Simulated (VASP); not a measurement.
# C (Pm-3m) in VASP: a series of runs

The runs below take C through single point, with PBE.

Program: VASP 6.6.1. These are calculated values, not measurements. Logs are shortened: lines on timing, memory, paths and dates and some standing lists are left out, and cuts for length are marked.

### 1 The cell of the first run

The structure is cubic, space group Pm-3m (No. 221). The conventional cell has a = 1.814 Å, b = 1.814 Å, c = 1.814 Å, α = 90.00°, β = 90.00°, γ = 90.00°. C (site symmetry m-3m) has 6 C at 1.81 Å within 2.4 Å.

### 2 Single point, PBE (volume scaled by 1.08)

Contents of INCAR:

```
SYSTEM = C
PREC = Accurate
ENCUT = 520
EDIFF = 1E-6
ISMEAR = -1
SIGMA = 0.1
LREAL = .FALSE.
LASPH = .TRUE.
NELM = 100
ALGO = Normal
ISIF = 2
LWAVE = .FALSE.
LCHARG = .FALSE.
GGA = PE
NBANDS = 8
```

Contents of KPOINTS:

```
Automatic mesh
0
G
  29 29 29
  0 0 0
```

Contents of POSCAR:

```
C
1.0
    1.8139041493      0.0000000000      0.0000000000
    0.0000000000      1.8139041493      0.0000000000
    0.0000000000      0.0000000000      1.8139041493
C
1
Direct
    0.0000000000      0.0000000000      0.0000000000
```

Potentials or basis: VASP PAW PBE potentials, release 64 (C).

The run is started by

```
$ cat potpaw_PBE.64/C/POTCAR > POTCAR
$ mpirun -np 1 vasp_std > vasp.out
```

OUTCAR:

```text
SYSTEM = C
   PREC = Accurate
   ENCUT = 520
   EDIFF = 1E-6
   ISMEAR = -1
   LREAL = .FALSE.
   LASPH = .TRUE.
   NELM = 100
   ISIF = 2
   GGA = PE

 ion  position               nearest neighbor table
   1  0.000  0.000  0.000-

  LATTYP: Found a simple cubic cell.
 ALAT       =     1.8139041493

  Lattice vectors:

 A1 = (   1.8139041493,   0.0000000000,   0.0000000000)
 A2 = (   0.0000000000,   1.8139041493,   0.0000000000)
 A3 = (   0.0000000000,   0.0000000000,   1.8139041493)

Analysis of symmetry for initial positions (statically):
=====================================================================
 Subroutine PRICEL returns:
 Original cell was already a primitive cell.

 Routine SETGRP: Setting up the symmetry group for a
 simple cubic supercell.

 Subroutine GETGRP returns: Found 48 space group operations
 (whereof 48 operations were pure point group operations)
 out of a pool of 48 trial point group operations.

The static configuration has the point symmetry O_h .

Analysis of symmetry for dynamics (positions and initial velocities):
=====================================================================
 Subroutine PRICEL returns:
 Original cell was already a primitive cell.

 Routine SETGRP: Setting up the symmetry group for a
 simple cubic supercell.

 Subroutine GETGRP returns: Found 48 space group operations
 (whereof 48 operations were pure point group operations)
 out of a pool of 48 trial point group operations.

The dynamic configuration has the point symmetry O_h .

 Subroutine INISYM returns: Found 48 space group operations
 (whereof 48 operations are pure point group operations),
 and found     1 'primitive' translations

----------------------------------------------------------------------------------------

                                     Primitive cell

  volume of cell :       5.9682

  direct lattice vectors                    reciprocal lattice vectors
     1.813904149  0.000000000  0.000000000     0.551297046  0.000000000  0.000000000
     0.000000000  1.813904149  0.000000000     0.000000000  0.551297046  0.000000000
     0.000000000  0.000000000  1.813904149     0.000000000  0.000000000  0.551297046

  length of vectors
     1.813904149  1.813904149  1.813904149     0.551297046  0.551297046  0.551297046

  position of ions in fractional coordinates (direct lattice)
     0.000000000  0.000000000  0.000000000

  ion indices of the primitive-cell ions
   primitive index   ion index
                 1           1

----------------------------------------------------------------------------------------

 KPOINTS: Automatic mesh

Automatic generation of k-mesh.
 Grid dimensions read from file:
 generate k-points for:   29   29   29

 Generating k-lattice:

  Cartesian coordinates                     Fractional coordinates (reciprocal lattice)
     0.019010243  0.000000000  0.000000000     0.034482759  0.000000000  0.000000000
     0.000000000  0.019010243  0.000000000     0.000000000  0.034482759  0.000000000
     0.000000000  0.000000000  0.019010243     0.000000000  0.000000000  0.034482759

  Length of vectors
     0.019010243  0.019010243  0.019010243

  Shift w.r.t. Gamma in fractional coordinates (k-lattice)
     0.000000000  0.000000000  0.000000000

 Subroutine IBZKPT returns following result:
 ===========================================

 Found    680 irreducible k-points:

 Following reciprocal coordinates:
            Coordinates               Weight
  0.000000  0.000000  0.000000      1.000000
  0.034483  0.000000  0.000000      6.000000
  0.068966  0.000000  0.000000      6.000000
  0.103448  0.000000  0.000000      6.000000
  0.137931  0.000000  0.000000      6.000000
  0.172414  0.000000  0.000000      6.000000
[... 16 lines left out ...]
  0.275862  0.034483  0.000000     24.000000
  0.310345  0.034483  0.000000     24.000000
 [... further k-points ...]
   k-points           NKPTS =    680   k-points in BZ     NKDIM =    680   number of bands    NBANDS=      8
   number of dos      NEDOS =    301   number of ions     NIONS =      1
   total plane-waves  NPLWV =   2744
   dimension x,y,z NGX =    14 NGY =   14 NGZ =   14
   dimension x,y,z NGXF=    28 NGYF=   28 NGZF=   28
   ions per type =               1
   NGX,Y,Z   is equivalent  to a cutoff of  12.83, 12.83, 12.83 a.u.
   NGXF,Y,Z  is equivalent  to a cutoff of  25.66, 25.66, 25.66 a.u.
 SYSTEM =  C
   PREC   = accura    normal or accurate (medium, high low for compatibility)
   ISTART =      0    job   : 0-new  1-cont  2-samecut
   ICHARG =      2    charge: 1-file 2-atom 10-const
   ISPIN  =      1    spin polarized calculation?
   LNONCOLLINEAR =      F non collinear calculations
   LSORBIT =      F    spin-orbit coupling
   LASPH  =      T    aspherical Exc in radial PAW
   ENCUT  =  520.0 eV  38.22 Ry    6.18 a.u.   3.37  3.37  3.37*2*pi/ulx,y,z
   NELM   =    100;   NELMIN=  2; NELMDL= -5     # of ELM steps
   EDIFF  = 0.1E-05   stopping-criterion for ELM
   LREAL  =      F    real-space projection
   EDIFFG = 0.1E-04   stopping-criterion for IOM
   NSW    =      0    number of steps for IOM
   IBRION =     -1    ionic relax: 0-MD 1-quasi-New 2-CG
   NFREE  =      0    steps in history (QN), initial steepest desc. (CG)
   ISIF   =      2    stress and relaxation
   ISYM   =      2    0-nonsym 1-usesym 2-fastsym
   POTIM  = 0.5000    time-step for ionic-motion
   TEBEG  =    0.0;   TEEND  =   0.0 temperature during run
   PSTRESS=    0.0 pullay stress
   NELECT =       4.0000    total number of electrons
   NUPDOWN=      -1.0000    fix difference up-down
   EMIN   =  10.00;   EMAX   =-10.00  energy-range for DOS
   EFERMI =   0.00;   METHOD = LEGACY
   ISMEAR =    -1;   SIGMA  =   0.10  broadening in eV -4-tet -1-fermi 0-gaus
   EFERMI_NEDOS =   21; number of points for ismear=-14 and -15
   IALGO  =     38    algorithm
   IMIX   =      4    mixing-type and parameters
     AMIX     =   0.40;   BMIX     =  1.00
     AMIX_MAG =   1.60;   BMIX_MAG =  1.00
  volume/ion in A,a.u.               =       5.97        40.28
  Fermi-wavevector in a.u.,A,eV,Ry     =   1.432673  2.707360 27.926675  2.052553
  Thomas-Fermi vector in A             =   2.552275
   LORBIT       =      0    0 simple, 1 ext, 2 COOP (PROOUT), +10 PAW based schemes
   GGA     = PE    functional components
   LHFCALC =     F    Hartree Fock is set to
   AEXX    =    0.0000 exact exchange contribution
   IVDW    =     0    specifies the selected vdW correction
   LEPSILON=     F    determine dielectric tensor
   LRPA    =     F    only Hartree local field effects (RPA)
 non-spin polarized calculation
  energy-cutoff  :      520.00
  volume of cell :        5.97
 maximum number of plane-waves:       174
 NGX is ok and might be reduce to    14
   NGX =  7   NGY =  7   NGZ =  7

 number of electron       4.0000000 magnetization

 Free energy of the ion-electron system (eV)
  ---------------------------------------------------
  ext. energy  EPLUGINS =         0.00000000
  ---------------------------------------------------
  free energy    TOTEN  =        -6.44783747 eV

  energy without entropy =       -6.43712414  energy(sigma->0) =       -6.44248080

 E-fermi :   9.7790     XC(G=0): -13.4889

 val. band max:        9.7763943472   @ k =   0.4828   0.3793   0.0690
 cond. band min:       9.7846711045   @ k =   0.2759   0.2414   0.2069
 fundamental gap:      0.0082767574
 Fermi energy:         9.7789952749

 k-point     1 :       0.0000    0.0000    0.0000
  band No.  band energies     occupation
      1     -11.3008      2.00000
      2      18.6207      0.00000
      3      18.6207      0.00000
      4      18.6207      0.00000
      5      34.6598      0.00000
      6      34.6598      0.00000
      7      39.2619      0.00000
      8      63.4900      0.00000

 k-point     2 :       0.0345    0.0000    0.0000
  band No.  band energies     occupation
      1     -11.2562      2.00000
      2      18.2909      0.00000
      3      18.6499      0.00000
      4      18.6499      0.00000
      5      34.7098      0.00000
      6      35.0148      0.00000
      7      39.2648      0.00000
      8      63.2136      0.00000

 k-point     3 :       0.0690    0.0000    0.0000
  band No.  band energies     occupation
      1     -11.1221      2.00000
      2      17.3852      0.00000
      3      18.7368      0.00000
      4      18.7368      0.00000
      5      34.8595      0.00000
      6      35.9830      0.00000
      7      39.2842      0.00000
      8      62.4197      0.00000

 k-point     4 :       0.1034    0.0000    0.0000
  band No.  band energies     occupation
      1     -10.8989      2.00000
      2      16.0772      0.00000
      3      18.8790      0.00000
      4      18.8790      0.00000
      5      35.1082      0.00000
      6      37.3088      0.00000
      7      39.3829      0.00000
      8      61.2092      0.00000

 k-point     5 :       0.1379    0.0000    0.0000
  band No.  band energies     occupation
      1     -10.5866      2.00000
      2      14.5319      0.00000
      3      19.0731      0.00000
      4      19.0731      0.00000
      5      35.4547      0.00000
      6      38.4213      0.00000
      7      39.9428      0.00000
      8      59.7256      0.00000

 k-point     6 :       0.1724    0.0000    0.0000
  band No.  band energies     occupation
      1     -10.1857      2.00000
      2      12.8631      0.00000
      3      19.3129      0.00000
      4      19.3129      0.00000
      5      35.8968      0.00000
      6      38.7276      0.00000
      7      41.4017      0.00000
      8      58.1002      0.00000

 k-point     7 :       0.2069    0.0000    0.0000
  band No.  band energies     occupation
      1      -9.6961      2.00000
      2      11.1428      0.00000
      3      19.5938      0.00000
      4      19.5938      0.00000
      5      36.4314      0.00000
      6      38.7479      0.00000
      7      43.1208      0.00000
      8      56.4489      0.00000

 k-point     8 :       0.2414    0.0000    0.0000
  band No.  band energies     occupation
      1      -9.1186      2.00000
      2       9.4159      1.94840
      3      19.9024      0.00000
      4      19.9024      0.00000
      5      37.0537      0.00000
      6      38.7042      0.00000
      7      44.7766      0.00000
      8      54.8342      0.00000

 k-point     9 :       0.2759    0.0000    0.0000
  band No.  band energies     occupation
      1      -8.4537      2.00000
      2       7.7106      2.00000
      3      20.2288      0.00000
      4      20.2288      0.00000
      5      37.7562      0.00000
      6      38.6364      0.00000
      7      46.2266      0.00000
      8      53.3142      0.00000

 k-point    10 :       0.3103    0.0000    0.0000
  band No.  band energies     occupation
      1      -7.7022      2.00000
      2       6.0460      2.00000
      3      20.5584      0.00000
      4      20.5584      0.00000
      5      38.5271      0.00000
      6      38.5573      0.00000
      7      47.4088      0.00000
      8      51.9294      0.00000
[... 78 lines left out ...]
 k-point    18 :       0.1034    0.0345    0.0000
  band No.  band energies     occupation
      1     -10.8543      2.00000
      2      16.0839      0.00000
      3      18.5931      0.00000
      4      18.9080      0.00000
      5      35.3740      0.00000
      6      37.4348      0.00000
      7      39.3594      0.00000
      8      60.8899      0.00000

 k-point    19 :       0.1379    0.0345    0.0000
  band No.  band energies     occupation
      1     -10.5422      2.00000
      2      14.5465      0.00000
      3      18.7893      0.00000
      4      19.1015      0.00000
      5      35.7188      0.00000
      6      38.5009      0.00000
      7      39.9392      0.00000
      8      59.3914      0.00000

 k-point    20 :       0.1724    0.0345    0.0000
  band No.  band energies     occupation
      1     -10.1413      2.00000
      2      12.8837      0.00000
      3      19.0343      0.00000
      4      19.3422      0.00000
      5      36.1563      0.00000
      6      38.7347      0.00000
      7      41.4432      0.00000
      8      57.7684      0.00000

 k-point    21 :       0.2069    0.0345    0.0000
  band No.  band energies     occupation
      1      -9.6519      2.00000
      2      11.1680      0.00000
      3      19.3197      0.00000
      4      19.6217      0.00000
      5      36.6841      0.00000
      6      38.7128      0.00000
      7      43.1662      0.00000
      8      56.1163      0.00000

 k-point    22 :       0.2414    0.0345    0.0000
  band No.  band energies     occupation
      1      -9.0746      2.00000
      2       9.4446      1.93180
      3      19.6363      0.00000
      4      19.9300      0.00000
      5      37.2979      0.00000
      6      38.6311      0.00000
      7      44.8149      0.00000
      8      54.5100      0.00000

 k-point    23 :       0.2759    0.0345    0.0000
  band No.  band energies     occupation
      1      -8.4100      2.00000
      2       7.7422      2.00000
      3      19.9725      0.00000
      4      20.2560      0.00000
      5      37.9905      0.00000
      6      38.5212      0.00000
      7      46.2510      0.00000
      8      52.9986      0.00000

 k-point    24 :       0.3103    0.0345    0.0000
  band No.  band energies     occupation
      1      -7.6588      2.00000
      2       6.0800      2.00000
      3      20.3124      0.00000
      4      20.5850      0.00000
      5      38.3968      0.00000
      6      38.7506      0.00000
      7      47.4151      0.00000
      8      51.6190      0.00000

 [... further k-points ...]

------------------------ aborting loop because EDIFF is reached ----------------------------------------

  FORCE on cell =-STRESS in cart. coord.  units (eV):
  Direction    XX          YY          ZZ          XY          YZ          ZX
  --------------------------------------------------------------------------------------
  -------------------------------------------------------------------------------------
  Total       -0.6830977     -0.6830977     -0.6830977      0.0000000      0.0000000      0.0000000
  in kB     -183.3793391   -183.3793391   -183.3793391      0.0000000      0.0000000      0.0000000
  external PRESSURE =    -183.3793391 kB  Pullay stress =       0.0000000 kB

 VOLUME and BASIS-vectors are now :
 -----------------------------------------------------------------------------
  energy-cutoff  :      520.00
  volume of cell :        5.97
      direct lattice vectors                 reciprocal lattice vectors
     1.813904149  0.000000000  0.000000000     0.551297046  0.000000000  0.000000000
     0.000000000  1.813904149  0.000000000     0.000000000  0.551297046  0.000000000
     0.000000000  0.000000000  1.813904149     0.000000000  0.000000000  0.551297046

 POSITION                                       TOTAL-FORCE (eV/Angst)
 -----------------------------------------------------------------------------------
      0.00000      0.00000      0.00000         0.000000      0.000000      0.000000
 -----------------------------------------------------------------------------------
    total drift:                               -0.000000     -0.000000     -0.000000

  FREE ENERGIE OF THE ION-ELECTRON SYSTEM (eV)
  ---------------------------------------------------
  free  energy   TOTEN  =        -6.4478374682 eV

  energy  without entropy=       -6.4371241406  energy(sigma->0) =       -6.44248080
```

Wall time 5.2 s (1 thread of Intel Xeon 6975P-C (Granite Rapids), shared host); peak memory 0.12 GiB.

What came out:

* Free energy: -6.4478 eV
* Pressure: -18.3 GPa
* Band gap on the k mesh: zero (band 2 reaches 18.62 eV, above the bottom of band 3 at 6.88 eV)

Caveat: the cell differs from its parent crystal (volume scaled by 1.08).

### 3 Single point, PBE (volume scaled by 1.12)

Contents of INCAR:

```
  PREC = Accurate
  ENCUT = 520
  EDIFF = 1E-6
  ISMEAR = -1
  SIGMA = 0.1
  LREAL = F
  LASPH = T
  NELM = 60
  ALGO = Normal
  ISIF = 2
  LWAVE = F
  LCHARG = T
  GGA = PE
  LELF = T
  LVHAR = T
  NBANDS = 8
```

Contents of KPOINTS:

```
regular mesh
0
Gamma
  29 29 29
```

Contents of POSCAR:

```
C
1.0
    1.8360271119      0.0000000000      0.0000000000
    0.0000000000      1.8360271119      0.0000000000
    0.0000000000      0.0000000000      1.8360271119
C
1
Direct
    0.0000000000      0.0000000000      0.0000000000
```

Potentials or basis: VASP PAW PBE potentials, release 64 (C).

The run is started by

```
$ cat potpaw_PBE.64/C/POTCAR > POTCAR
$ mpirun -np 1 vasp_std > vasp.out
```

Wall time 5.5 s (1 thread of Intel Xeon 6975P-C (Granite Rapids), shared host); peak memory 0.13 GiB.

Results (log left out):

```
Free energy            : -6.4170 eV
Pressure               : -26.4 GPa
Band gap on the k mesh : zero (band 2 reaches 17.81 eV, above the bottom of band 3 at 6.18 eV)
```

Levels at points of the mesh, in eV from the Fermi level:
| k point | band 1 | band 2 | band 3 | band 4 | band 5 | band 6 | band 7 |
| --- | --- | --- | --- | --- | --- | --- | --- |
| (0.00, 0.00, 0.00) | -20.53 | 8.60 | 8.60 | 8.60 | 24.57 | 24.57 | 28.66 |

Caveat: the cell differs from its parent crystal (volume scaled by 1.12).

### 4 Single point, PBE, non-collinear spin, zero start, spin-orbit coupling

This run uses another cell than the first one, of 5.53 Å³/atom, 0.926 times its volume.

Contents of INCAR:

```
SYSTEM = C
PREC = Accurate
ENCUT = 520
EDIFF = 1E-6
ISMEAR = -1
SIGMA = 0.1
LREAL = .False.
LASPH = .True.
NELM = 150
ALGO = Normal
ISIF = 2
LWAVE = .False.
LCHARG = .True.
MAGMOM = 0 0 0
LORBIT = 11
LSORBIT = .True.
GGA_COMPAT = .False.
LORBMOM = .True.
GGA = PE
LVHAR = .True.
NBANDS = 15
```

Contents of KPOINTS:

```
Automatic mesh
0
Gamma
  17 17 17
  0 0 0
```

Contents of POSCAR:

```
C
1.0
    1.7679626360      0.0000000000      0.0000000000
    0.0000000000      1.7679626360      0.0000000000
    0.0000000000      0.0000000000      1.7679626360
C
1
Direct
    0.0000000000      0.0000000000      0.0000000000
```

The run is started by

```
$ cat potpaw_PBE.64/C/POTCAR > POTCAR
$ mpirun -np 1 vasp_ncl > vasp.out
```

It took 5.9 s on 1 thread of Intel Xeon 6975P-C (Granite Rapids), shared host; peak memory 0.13 GiB.

The run converged. Its results:

```
Free energy                                           : -6.4686 eV
Pressure                                              : 6.7 GPa
Net moment                                            : 0.00 μB per cell
Valence electrons inside the program's atomic spheres : C 2.31
```

Moments on the atoms (μB; x, y, z):
```
C   0.00 0.00 0.00
```

### 5 Single point, PBE

This run uses another cell than the first one, of 5.53 Å³/atom, 0.926 times its volume.

Contents of INCAR:

```
PREC     = Accurate       # precision mode
ENCUT    = 600            # plane-wave cutoff, eV
EDIFF    = 1E-6           # SCF threshold, eV
ISMEAR   = -1             # smearing method
SIGMA    = 0.1            # smearing width, eV
LREAL    = F              # projectors in reciprocal space
LASPH    = T              # aspherical terms in the spheres
NELM     = 120            # most SCF steps
ALGO     = Normal         # electronic algorithm
ISIF     = 2              # what is computed and relaxed
LWAVE    = F              # write WAVECAR
LCHARG   = F              # write CHGCAR
GGA      = PE             # functional
NBANDS   = 8              # bands
GGA_COMPAT= F
```

Contents of KPOINTS:

```
regular mesh
0
Gamma
  9 9 9
```

Contents of POSCAR:

```
C
1.0
    1.7679626358      0.0000000000      0.0000000000
    0.0000000000      1.7679626358      0.0000000000
    0.0000000000      0.0000000000      1.7679626358
C
1
Direct
    0.0000000000      0.0000000000      0.0000000000
```

The run is started by

```
$ cat potpaw_PBE.64/C/POTCAR > POTCAR
$ mpirun -np 1 vasp_std > vasp.out
```

Run time: 4.1 s. Hardware: 1 thread of AMD EPYC 7R13, shared host; peak memory 0.07 GiB.

It converged, with:

| Quantity | Value |
| --- | --- |
| Free energy | -6.4824 eV |
| Pressure | 5.0 GPa |
| Band gap on the k mesh | zero (band 2 reaches 20.42 eV, above the bottom of band 3 at 9.53 eV) |

Levels at points of the mesh, in eV from the Fermi level:
```
           k point  band 1  band 2  band 3  band 4  band 5  band 6  band 7
(0.00, 0.00, 0.00)  -22.89    8.78    8.78    8.78   24.97   24.97   30.71
```

Caveat: the k points lie up to 0.39 Å⁻¹ apart.

### 6 The runs side by side

```csv
spin,cell,k mesh,cutoff (eV),gap on the mesh (eV),pressure (GPa)
off,"a = 1.814 Å, 1 atom",29 × 29 × 29,520,none,-18.3
off,"a = 1.836 Å, 1 atom",29 × 29 × 29,520,none,-26.4
"non-collinear, zero start, SOC","a = 1.768 Å, 1 atom",17 × 17 × 17,520,-,6.7
off,"a = 1.768 Å, 1 atom",9 × 9 × 9,600,none,5.0
```

Alike in all rows: task single point; level PBE; potentials or basis VASP PAW PBE potentials, release 64 (C); smearing fermi-dirac 0.1 eV.

Caveats: some runs use coarse meshes.

Total energies depend on the potentials used, so only differences within one code and one set of settings carry meaning.
